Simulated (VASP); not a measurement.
Crystal: SmO3.

```
CELL_PARAMETERS angstrom
0.00000 2.83308 2.83308
2.83308 0.00000 2.83308
2.83308 2.83308 0.00000
ATOMIC_POSITIONS crystal
Sm 0.00000 0.00000 0.00000
O 0.25000 0.25000 0.25000
O 0.75000 0.75000 0.75000
O 0.50000 0.50000 0.50000
```

```yaml
Program: VASP 6.6.1
Task: relaxation of cell and atoms
Functional: PBE
Potentials_or_basis: VASP PAW PBE potentials, release 64 (Sm, O)
Cutoff: 600 eV
k_mesh: 14 × 14 × 14
Occupations: gaussian, width 0.1 eV
Spin: no spin polarisation
```

At the start: pressure -15.4 GPa; volume 11.37 Å³/atom.

Question: How do energy, volume and symmetry change on relaxing?

Answer: Over 3 steps the energy falls by 66.7 meV/atom and the volume is 10.13 Å³/atom (-10.9 %); space group Fm-3m (No. 225, to 0.05 Å).

Step by step:
```tsv
step	energy change (eV)	largest force (eV/Å)	pressure (GPa)	volume (Å³)
1	0.0000	0.0000	-15.36	45.48
2	-0.2173	0.0000	9.66	38.68
3	-0.2666	0.0000	-0.05	40.52
```

Final structure:
```xyz
4
Lattice="0.0000 2.7262 2.7262 2.7262 0.0000 2.7262 2.7262 2.7262 0.0000" Properties=species:S:1:pos:R:3 pbc="T T T"
Sm    0.0000    0.0000    0.0000
O     1.3631    1.3631    1.3631
O     4.0893    4.0893    4.0893
O     2.7262    2.7262    2.7262
```

Caveat: the run has no spin polarisation, though such a crystal can be magnetic; without U or exact exchange the open f shell lies at the Fermi level, which spoils levels, moments and volumes.
